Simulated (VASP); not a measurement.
# Zr (P6_3/mmc) in VASP: notebook, part 2 of 2

VASP 6.6.1.

## Step 4: Single point, LDA, non-collinear spin, zero start, spin-orbit coupling

INCAR

```
SYSTEM = Zr
PREC = Accurate ; ENCUT = 520
EDIFF = 1E-6 ; ISMEAR = -1
SIGMA = 0.05 ; LREAL = .FALSE.
LASPH = .TRUE. ; NELM = 150
ALGO = Normal ; ISIF = 2
LWAVE = .FALSE. ; LCHARG = .TRUE.
MAGMOM = 0 0 0 0 0 0 ; LORBIT = 11
LSORBIT = .TRUE. ; GGA_COMPAT = .FALSE.
LORBMOM = .TRUE. ; LMAXMIX = 4
GGA = CA ; LVHAR = .TRUE.
NBANDS = 36
```

KPOINTS

```
Automatic mesh
0
G
  7 7 4
  0 0 0
```

POSCAR

```
Zr
1.0
    3.2320000000      0.0000000000      0.0000000000
   -1.6160000000      2.7989941050      0.0000000000
    0.0000000000      0.0000000000      5.1470000000
Zr
2
Direct
    0.6666666667      0.3333333333      0.7500000000
    0.3333333333      0.6666666667      0.2500000000
```

Potentials or basis: VASP PAW LDA potentials, release 64 (Zr_sv).

Launch:

```sh
> cat potpaw_LDA.64/Zr_sv/POTCAR > POTCAR
> mpirun -np 1 vasp_ncl > vasp.out
```

OUTCAR:

```text
SYSTEM = Zr
   PREC = Accurate
   ENCUT = 520
   EDIFF = 1E-6
   ISMEAR = -1
   LREAL = .FALSE.
   LASPH = .TRUE.
   NELM = 150
   ISIF = 2
   LORBIT = 11
   LSORBIT = .TRUE.
   GGA = CA

 ion  position               nearest neighbor table
   1  0.667  0.333  0.750-   2 3.18   2 3.18   2 3.18   2 3.18   2 3.18   2 3.18
   2  0.333  0.667  0.250-   1 3.18   1 3.18   1 3.18   1 3.18   1 3.18   1 3.18

  LATTYP: Found a hexagonal cell.
 ALAT       =     3.2320000000
 C/A-ratio  =     1.5925123762

  Lattice vectors:

 A1 = (   3.2320000000,   0.0000000000,   0.0000000000)
 A2 = (  -1.6160000000,   2.7989941050,   0.0000000000)
 A3 = (   0.0000000000,   0.0000000000,   5.1470000000)

Analysis of symmetry for initial positions (statically):
=====================================================================
 Subroutine PRICEL returns:
 Original cell was already a primitive cell.

 Routine SETGRP: Setting up the symmetry group for a
 hexagonal supercell.

 Subroutine GETGRP returns: Found 24 space group operations
 (whereof 12 operations were pure point group operations)
 out of a pool of 24 trial point group operations.

The static configuration has the point symmetry D_3d.
 The point group associated with its full space group is D_6h.

Analysis of symmetry for dynamics (positions and initial velocities):
=====================================================================
 Subroutine PRICEL returns:
 Original cell was already a primitive cell.

 Routine SETGRP: Setting up the symmetry group for a
 hexagonal supercell.

 Subroutine GETGRP returns: Found 24 space group operations
 (whereof 12 operations were pure point group operations)
 out of a pool of 24 trial point group operations.

The dynamic configuration has the point symmetry D_3d.
 The point group associated with its full space group is D_6h.

Analysis of structural, dynamic, and magnetic symmetry:
=====================================================================
 Subroutine PRICEL returns:
 Original cell was already a primitive cell.

 Routine SETGRP: Setting up the symmetry group for a
 hexagonal supercell.

 Subroutine GETGRP returns: Found 24 space group operations
 (whereof 12 operations were pure point group operations)
 out of a pool of 24 trial point group operations.

The overall configuration has the point symmetry D_3d.
 The point group associated with its full space group is D_6h.

 Subroutine INISYM returns: Found 24 space group operations
 (whereof 12 operations are pure point group operations),
 and found     1 'primitive' translations

----------------------------------------------------------------------------------------

                                     Primitive cell

  volume of cell :      46.5616

  direct lattice vectors                    reciprocal lattice vectors
     3.232000000  0.000000000  0.000000000     0.309405941  0.178635603  0.000000000
    -1.616000000  2.798994105  0.000000000     0.000000000  0.357271206  0.000000000
[... 1080 lines left out ...]

  FORCE on cell =-STRESS in cart. coord.  units (eV):
  Direction    XX          YY          ZZ          XY          YZ          ZX
  --------------------------------------------------------------------------------------
  -------------------------------------------------------------------------------------
  Total       -1.7160611     -1.7160611     -1.7566360      0.0000000     -0.0000000      0.0000000
  in kB      -59.0494454    -59.0494454    -60.4456236      0.0000000     -0.0000000      0.0000000
  external PRESSURE =     -59.5148381 kB  Pullay stress =       0.0000000 kB

 VOLUME and BASIS-vectors are now :
 -----------------------------------------------------------------------------
  energy-cutoff  :      520.00
  volume of cell :       46.56
      direct lattice vectors                 reciprocal lattice vectors
     3.232000000  0.000000000  0.000000000     0.309405941  0.178635603  0.000000000
    -1.616000000  2.798994105  0.000000000     0.000000000  0.357271206  0.000000000
     0.000000000  0.000000000  5.147000000     0.000000000  0.000000000  0.194287935

 POSITION                                       TOTAL-FORCE (eV/Angst)
 -----------------------------------------------------------------------------------
      1.61600      0.93300      3.86025        -0.000000      0.000000      0.000000
     -0.00000      1.86600      1.28675         0.000000     -0.000000     -0.000000
 -----------------------------------------------------------------------------------
    total drift:                                0.000000      0.000000     -0.000000

  FREE ENERGIE OF THE ION-ELECTRON SYSTEM (eV)
  ---------------------------------------------------
  free  energy   TOTEN  =       -18.6797309772 eV

  energy  without entropy=      -18.6573315174  energy(sigma->0) =      -18.66853125

 orbital moment (x)

 # of ion     p       d       tot
 ----------------------------------------
  1        -0.000   0.000   0.000
  2        -0.000   0.000   0.000
 ----------------------------------------
           -0.000   0.000   0.000

 orbital moment (y)

 # of ion     p       d       tot
 ----------------------------------------
  1        -0.000   0.000   0.000
  2        -0.000  -0.000  -0.000
 ----------------------------------------
           -0.000   0.000   0.000

 orbital moment (z)

 # of ion     p       d       tot
 ----------------------------------------
  1         0.000   0.000   0.000
  2         0.000  -0.000  -0.000
 ----------------------------------------
            0.000  -0.000  -0.000

 Spin-Orbit-Coupling matrix elements

 Ion:    1  E_soc:     -0.1499056
 l=   1
     0.0000000    -0.0242201    -0.0242873
    -0.0242201     0.0000000    -0.0242201
    -0.0242873    -0.0242201     0.0000000
 l=   2
     0.0000000    -0.0001298     0.0000000    -0.0001298    -0.0006253
    -0.0001298     0.0000000    -0.0004695    -0.0001418    -0.0001298
     0.0000000    -0.0004695     0.0000000    -0.0004695     0.0000000
    -0.0001298    -0.0001418    -0.0004695     0.0000000    -0.0001298
    -0.0006253    -0.0001298     0.0000000    -0.0001298     0.0000000
 l=   3
     0.0000000     0.0000000     0.0000000     0.0000000     0.0000000     0.0000000     0.0000000
     0.0000000     0.0000000     0.0000000     0.0000000     0.0000000     0.0000000     0.0000000
     0.0000000     0.0000000     0.0000000     0.0000000     0.0000000     0.0000000     0.0000000
     0.0000000     0.0000000     0.0000000     0.0000000     0.0000000     0.0000000     0.0000000
     0.0000000     0.0000000     0.0000000     0.0000000     0.0000000     0.0000000     0.0000000
     0.0000000     0.0000000     0.0000000     0.0000000     0.0000000     0.0000000     0.0000000
     0.0000000     0.0000000     0.0000000     0.0000000     0.0000000     0.0000000     0.0000000

 Ion:    2  E_soc:     -0.1499056
 l=   1
     0.0000000    -0.0242201    -0.0242873
    -0.0242201     0.0000000    -0.0242201
    -0.0242873    -0.0242201     0.0000000
 l=   2
     0.0000000    -0.0001298     0.0000000    -0.0001298    -0.0006253
    -0.0001298     0.0000000    -0.0004695    -0.0001418    -0.0001298
     0.0000000    -0.0004695     0.0000000    -0.0004695     0.0000000
    -0.0001298    -0.0001418    -0.0004695     0.0000000    -0.0001298
    -0.0006253    -0.0001298     0.0000000    -0.0001298     0.0000000
 l=   3
     0.0000000     0.0000000     0.0000000     0.0000000     0.0000000     0.0000000     0.0000000
     0.0000000     0.0000000     0.0000000     0.0000000     0.0000000     0.0000000     0.0000000
     0.0000000     0.0000000     0.0000000     0.0000000     0.0000000     0.0000000     0.0000000
     0.0000000     0.0000000     0.0000000     0.0000000     0.0000000     0.0000000     0.0000000
     0.0000000     0.0000000     0.0000000     0.0000000     0.0000000     0.0000000     0.0000000
     0.0000000     0.0000000     0.0000000     0.0000000     0.0000000     0.0000000     0.0000000
     0.0000000     0.0000000     0.0000000     0.0000000     0.0000000     0.0000000     0.0000000

 total charge

# of ion       s       p       d       tot
------------------------------------------
    1        2.237   5.957   1.647   9.841
    2        2.237   5.957   1.647   9.841
--------------------------------------------------
tot          4.474  11.915   3.294  19.683

 magnetization (x)

# of ion       s       p       d       tot
------------------------------------------
    1       -0.000   0.000   0.000  -0.000
    2       -0.000   0.000   0.000  -0.000
--------------------------------------------------
tot         -0.000   0.000   0.000  -0.000

 magnetization (y)

# of ion       s       p       d       tot
------------------------------------------
    1        0.000   0.000  -0.000  -0.000
    2        0.000   0.000  -0.000  -0.000
--------------------------------------------------
tot          0.000   0.000  -0.000  -0.000

 magnetization (z)

# of ion       s       p       d       tot
------------------------------------------
    1        0.000   0.000   0.000   0.000
    2        0.000   0.000   0.000   0.000
--------------------------------------------------
tot          0.000   0.000   0.000   0.000
```

OSZICAR:

```text
N       E                     dE             d eps       ncg     rms          rms(c)
DAV:   1     0.241807412362E+03    0.24181E+03   -0.12441E+04  1728   0.133E+03
DAV:   2     0.394006585163E+00   -0.24141E+03   -0.23224E+03  2012   0.411E+02
DAV:   3    -0.185306718487E+02   -0.18925E+02   -0.18356E+02  2836   0.814E+01
DAV:   4    -0.194286600415E+02   -0.89799E+00   -0.89392E+00  2384   0.185E+01
DAV:   5    -0.194745379666E+02   -0.45878E-01   -0.45861E-01  2480   0.300E+00    0.144E+01
DAV:   6    -0.188112609919E+02    0.66328E+00   -0.96061E-01  1832   0.758E+00    0.563E+00
DAV:   7    -0.186773368795E+02    0.13392E+00   -0.59619E-01  2340   0.503E+00    0.114E+00
DAV:   8    -0.186789529177E+02   -0.16160E-02   -0.29522E-02  2328   0.101E+00    0.739E-01
DAV:   9    -0.186798995805E+02   -0.94666E-03   -0.95783E-03  1900   0.990E-01    0.191E-01
DAV:  10    -0.186797241906E+02    0.17539E-03   -0.54543E-04  2044   0.257E-01    0.193E-02
DAV:  11    -0.186797304500E+02   -0.62594E-05   -0.65590E-05  2684   0.407E-02    0.171E-02
DAV:  12    -0.186797309772E+02   -0.52721E-06   -0.27200E-06  1792   0.188E-02
   1 F= -.18679731E+02 E0= -.18668531E+02  d E =-.223995E-01  mag=     0.0000    -0.0000     0.0000
```

stdout:

```text
POSCAR found type information on POSCAR Zr
 POSCAR found :  1 types and       2 ions
 scaLAPACK will be used
 LDA part: xc-table for (Slater(with rela. corr.)+CA(PZ))
 , standard interpolation
 POSCAR, INCAR and KPOINTS ok, starting setup
 FFT: planning ... GRIDC
 FFT: planning ... GRID_SOFT
 FFT: planning ... GRID
 WAVECAR not read
 entering main loop
```

Run time: 24 s. Hardware: 1 thread of Intel Xeon 6975P-C (Granite Rapids), shared host; peak memory 0.23 GiB.

What came out:

```
Free energy                                           : -18.6797 eV
Pressure                                              : -6.0 GPa
Net moment                                            : 0.00 μB per cell
Valence electrons inside the program's atomic spheres : Zr 9.84
```

Moments on the atoms (μB; x, y, z):
```
Zr  0.00 0.00 0.00
Zr  0.00 0.00 0.00
```

Caveat: the cell stands under tension.

## Step 5: Single point, LDA, non-collinear spin, zero start, spin-orbit coupling

INCAR

```
SYSTEM = Zr
PREC = Accurate
ENCUT = 520
EDIFF = 1E-7
ISMEAR = 0
SIGMA = 0.05
LREAL = .False.
LASPH = .True.
NELM = 150
ALGO = Normal
ISIF = 2
LWAVE = .False.
LCHARG = .False.
MAGMOM = 0 0 0 0 0 0
LORBIT = 11
LSORBIT = .True.
GGA_COMPAT = .False.
LORBMOM = .True.
LMAXMIX = 4
NBANDS = 36
```

KPOINTS

```
Automatic mesh
0
Gamma
  9 9 5
  0 0 0
```

POSCAR is that of step 4.

Launch:

```sh
> cat potpaw_LDA.64/Zr_sv/POTCAR > POTCAR
> mpirun -np 1 vasp_ncl > vasp.out
```

It took 38 s on 1 thread of Intel Xeon 6975P-C (Granite Rapids), shared host; peak memory 0.25 GiB.

It converged, with:

```yaml
Free_energy: -18.6806 eV
Pressure: -6.0 GPa
Net_moment: 0.00 μB per cell
Valence_electrons_inside_the_program's_atomic_spheres: Zr 9.84
```

Stress tensor (GPa, compression positive):
```
-6.34  0.00  0.00
 0.00 -6.34  0.00
 0.00  0.00 -5.31
```

Moments on the atoms (μB; x, y, z):
```
Zr  0.00 0.00 0.00
Zr  0.00 0.00 0.00
```

Caveat: the cell stands under tension.

## Step 6: Overview

| task | level | potentials or basis | spin | cell | k mesh | cutoff (eV) | smearing | gap on the mesh (eV) | pressure (GPa) | moment (μB) | relaxed volume (Å³/atom) |
| --- | --- | --- | --- | --- | --- | --- | --- | --- | --- | --- | --- |
| relaxation of cell and atoms | revPBE+D3(BJ) | VASP PAW PBE potentials, release 64 (Zr_sv) | off | relaxed | 9 × 9 × 5 | 600 | fermi-dirac 0.05 eV | none | 0.1 | - | 22.08 |
| relaxation of cell and atoms | PBEsol | VASP PAW PBE potentials, release 64 (Zr_sv) | off | relaxed | 9 × 9 × 5 | 600 | fermi-dirac 0.05 eV | none | 0.0 | - | 22.49 |
| single point | LDA | VASP PAW LDA potentials, release 64 (Zr_sv) | non-collinear, zero start, SOC | as given | 7 × 7 × 4 | 520 | fermi-dirac 0.05 eV | - | -6.0 | 0.00 | - |
| single point | LDA | VASP PAW LDA potentials, release 64 (Zr_sv) | non-collinear, zero start, SOC | as given | 9 × 9 × 5 | 520 | gaussian 0.05 eV | - | -6.0 | 0.00 | - |

Caveats: the PAW data sets were made with another functional, which shifts forces and pressure a little (at least some runs); the cell stands under tension (at least some runs).

Absolute energies hang on the potentials; compare differences alone.
